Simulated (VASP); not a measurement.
# Ta2SiO3 (R3m) in VASP: single point with PBE

Aim: the single point of Ta2SiO3 with PBE.

Program: VASP 6.6.1. These are calculated values, not measurements. Logs are shortened: lines on timing, memory, paths and dates and some standing lists are left out, and cuts for length are marked.

## 1. The cell of the first run

Symmetry: R3m, No. 160, trigonal system. Conventional cell: a = 4.870 Å, b = 4.870 Å, c = 11.811 Å, α = 90.00°, β = 90.00°, γ = 120.00°. Ta (site symmetry 3m) has 6 O at 2.46 Å and 4 Si at 2.56 to 3.13 Å and 4 Ta at 2.90 to 3.00 Å within 3.2 Å. Ta (site symmetry 3m) has 3 O at 1.98 Å within 2.6 Å. Si (site symmetry 3m) has 3 O at 1.73 Å within 2.3 Å. O (site symmetry m) has 1 Si at 1.73 Å and 3 Ta at 1.98 to 2.46 Å and 4 O at 2.39 to 2.48 Å within 2.5 Å.

The cell was generated, and may not be a known phase.

## 2. Single point, PBE

The input, INCAR:

```
PREC = Accurate ; ENCUT = 700
EDIFF = 1E-6 ; ISMEAR = 0
SIGMA = 0.15 ; LREAL = False
LASPH = True ; NELM = 120
ALGO = Normal ; ISIF = 2
LWAVE = False ; LCHARG = False
GGA = PE ; NBANDS = 33
GGA_COMPAT = False
```

The input, KPOINTS:

```
regular mesh
0
Gamma
  3 3 3
```

The input, POSCAR:

```
Ta2SiO3
1.0
    2.4351380477      1.4059276073      3.9369160045
   -2.4351380477      1.4059276073      3.9369160045
    0.0000000000     -2.8118552147      3.9369160045
Ta Si O
2 1 3
Direct
    0.6063548237      0.6063548237      0.6063548237
    0.8518201386      0.8518201386      0.8518201386
    0.3894683233      0.3894683233      0.3894683233
    0.1369026857      0.6272842330      0.1369026857
    0.1369026857      0.1369026857      0.6272842330
    0.6272842330      0.1369026857      0.1369026857
```

Potentials or basis: VASP PAW PBE potentials, release 64 (Ta_sv_GW, Si, O).

Started as:

```sh
$ cat potpaw_PBE.64/Ta_sv_GW/POTCAR potpaw_PBE.64/Si/POTCAR potpaw_PBE.64/O/POTCAR > POTCAR
$ mpirun -np 1 vasp_std > vasp.out
```

OUTCAR:

```text
PREC = Accurate
   ENCUT = 700
   EDIFF = 1E-6
   ISMEAR = 0
   LREAL = False
   LASPH = True
   NELM = 120
   ISIF = 2
   GGA = PE

 ion  position               nearest neighbor table
   1  0.606  0.606  0.606-   4 2.46   6 2.46   4 2.46   6 2.46   5 2.46   5 2.46   3 2.56   2 2.90
                             2 3.00   2 3.00   2 3.00   3 3.13   3 3.13   3 3.13
   2  0.852  0.852  0.852-   5 1.98   4 1.98   6 1.98   1 2.90   1 3.00   1 3.00   1 3.00   3 3.20
                             3 3.20   3 3.20
   3  0.389  0.389  0.389-   5 1.73   4 1.73   6 1.73   1 2.56   1 3.13   1 3.13   1 3.13   2 3.20
                             2 3.20   2 3.20
   4  0.137  0.627  0.137-   3 1.73   2 1.98   1 2.46   1 2.46
   5  0.137  0.137  0.627-   3 1.73   2 1.98   1 2.46   1 2.46
   6  0.627  0.137  0.137-   3 1.73   2 1.98   1 2.46   1 2.46

  LATTYP: Found a trigonal (rhomboedric) cell.
 ALAT       =     4.8379579757
 COS(alpha) =     0.4932975722

  Lattice vectors:

 A1 = (   2.4351380477,   1.4059276073,   3.9369160045)
 A2 = (  -2.4351380477,   1.4059276073,   3.9369160045)
 A3 = (   0.0000000000,  -2.8118552147,   3.9369160045)

Analysis of symmetry for initial positions (statically):
=====================================================================
 Subroutine PRICEL returns:
 Original cell was already a primitive cell.

 Routine SETGRP: Setting up the symmetry group for a
 trigonal (rhombohedral) supercell.

 Subroutine GETGRP returns: Found  6 space group operations
 (whereof  6 operations were pure point group operations)
 out of a pool of 12 trial point group operations.

The static configuration has the point symmetry C_3v.

Analysis of symmetry for dynamics (positions and initial velocities):
=====================================================================
 Subroutine PRICEL returns:
 Original cell was already a primitive cell.

 Routine SETGRP: Setting up the symmetry group for a
 trigonal (rhombohedral) supercell.

 Subroutine GETGRP returns: Found  6 space group operations
 (whereof  6 operations were pure point group operations)
 out of a pool of 12 trial point group operations.

The dynamic configuration has the point symmetry C_3v.

 Subroutine INISYM returns: Found  6 space group operations
 (whereof  6 operations are pure point group operations),
 and found     1 'primitive' translations

----------------------------------------------------------------------------------------

                                     Primitive cell

  volume of cell :      80.8712

[... 83 lines left out ...]
   ISIF   =      2    stress and relaxation
   ISYM   =      2    0-nonsym 1-usesym 2-fastsym
   POTIM  = 0.5000    time-step for ionic-motion
   TEBEG  =    0.0;   TEEND  =   0.0 temperature during run
   PSTRESS=    0.0 pullay stress
   NELECT =      48.0000    total number of electrons
   NUPDOWN=      -1.0000    fix difference up-down
   EMIN   =  10.00;   EMAX   =-10.00  energy-range for DOS
   EFERMI =   0.00;   METHOD = LEGACY
   ISMEAR =     0;   SIGMA  =   0.15  broadening in eV -4-tet -1-fermi 0-gaus
   EFERMI_NEDOS =   21; number of points for ismear=-14 and -15
   IALGO  =     38    algorithm
   IMIX   =      4    mixing-type and parameters
     AMIX     =   0.40;   BMIX     =  1.00
     AMIX_MAG =   1.60;   BMIX_MAG =  1.00
  volume/ion in A,a.u.               =      13.48        90.96
  Fermi-wavevector in a.u.,A,eV,Ry     =   1.375806  2.599897 25.753688  1.892843
  Thomas-Fermi vector in A             =   2.501108
   LORBIT       =      0    0 simple, 1 ext, 2 COOP (PROOUT), +10 PAW based schemes
   GGA     = PE    functional components
   LHFCALC =     F    Hartree Fock is set to
   AEXX    =    0.0000 exact exchange contribution
   IVDW    =     0    specifies the selected vdW correction
   LEPSILON=     F    determine dielectric tensor
   LRPA    =     F    only Hartree local field effects (RPA)
 non-spin polarized calculation
 Gauss-broadening in eV      SIGMA  =   0.15
  energy-cutoff  :      700.00
  volume of cell :       80.87
 maximum number of plane-waves:      3443
 NGX is ok and might be reduce to    42
   NGX = 21   NGY = 21   NGZ = 21

 number of electron      47.9999994 magnetization

 Free energy of the ion-electron system (eV)
  ---------------------------------------------------
  ext. energy  EPLUGINS =         0.00000000
  ---------------------------------------------------
  free energy    TOTEN  =       -55.87242500 eV

  energy without entropy =      -55.84867484  energy(sigma->0) =      -55.86054992

 E-fermi :   8.0368     XC(G=0): -11.3600

 val. band max:        7.8594053456   @ k =   0.3333   0.3333   0.0000
 cond. band min:       8.1104970345   @ k =   0.0000   0.0000   0.0000
 fundamental gap:      0.2510916889
 Fermi energy:         8.0367508702

 k-point     1 :       0.0000    0.0000    0.0000
  band No.  band energies     occupation
      1     -61.0421      2.00000
      2     -60.9328      2.00000
      3     -27.7353      2.00000
      4     -27.7353      2.00000
      5     -27.4787      2.00000
      6     -27.4225      2.00000
[... 205 lines left out ...]
     32      12.9287      0.00000
     33      13.6271      0.00000

------------------------ aborting loop because EDIFF is reached ----------------------------------------

  FORCE on cell =-STRESS in cart. coord.  units (eV):
  Direction    XX          YY          ZZ          XY          YZ          ZX
  --------------------------------------------------------------------------------------
  -------------------------------------------------------------------------------------
  Total       -0.1692799     -0.1692799      0.2108983      0.0000000     -0.0000000      0.0000000
  in kB       -3.3536827     -3.3536827      4.1782047      0.0000000     -0.0000000      0.0000000
  external PRESSURE =      -0.8430536 kB  Pullay stress =       0.0000000 kB

 VOLUME and BASIS-vectors are now :
 -----------------------------------------------------------------------------
  energy-cutoff  :      700.00
  volume of cell :       80.87
      direct lattice vectors                 reciprocal lattice vectors
     2.435138048  1.405927607  3.936916005     0.205327168  0.118545696  0.084668642
    -2.435138048  1.405927607  3.936916005    -0.205327168  0.118545696  0.084668642
     0.000000000 -2.811855215  3.936916005     0.000000000 -0.237091392  0.084668642

 POSITION                                       TOTAL-FORCE (eV/Angst)
 -----------------------------------------------------------------------------------
      0.00000     -0.00000      7.16150        -0.000000      0.000000     -0.006283
      0.00000     -0.00000     10.06063        -0.000000      0.000000     -0.027374
      0.00000     -0.00000      4.59991        -0.000000      0.000000     -0.009406
     -1.19415      0.68944      3.54751         0.039265     -0.022670      0.014354
      0.00000     -1.37888      3.54751        -0.000000      0.045340      0.014354
      1.19415      0.68944      3.54751        -0.039265     -0.022670      0.014354
 -----------------------------------------------------------------------------------
    total drift:                               -0.000000      0.000000     -0.000378

  FREE ENERGIE OF THE ION-ELECTRON SYSTEM (eV)
  ---------------------------------------------------
  free  energy   TOTEN  =       -55.8724249998 eV

  energy  without entropy=      -55.8486748406  energy(sigma->0) =      -55.86054992
```

Run time: 56 s. Hardware: 1 thread of Intel Xeon Platinum 8259CL at 2.50GHz (Skylake/Cascade Lake), shared host; peak memory 0.26 GiB.

What came out:

- Free energy: -55.8724 eV
- Pressure: -0.1 GPa
- Largest force: 0.048 eV/Å
- Band gap on the k mesh: 0.06 eV (least direct gap 0.45 eV)

Forces on the atoms (eV/Å):
```
Ta   0.000  0.000 -0.006
Ta   0.000  0.000 -0.027
Si   0.000  0.000 -0.009
O    0.039 -0.023  0.014
O    0.000  0.045  0.014
O   -0.039 -0.023  0.014
```

Caveat: the k points lie up to 0.53 Å⁻¹ apart; the smearing spreads over this small gap; spin-orbit coupling is left out, which moves the levels of the heavy elements. A k mesh can miss the band edges.

The gap in the log of VASP goes by the Fermi energy; the results here count the filled bands.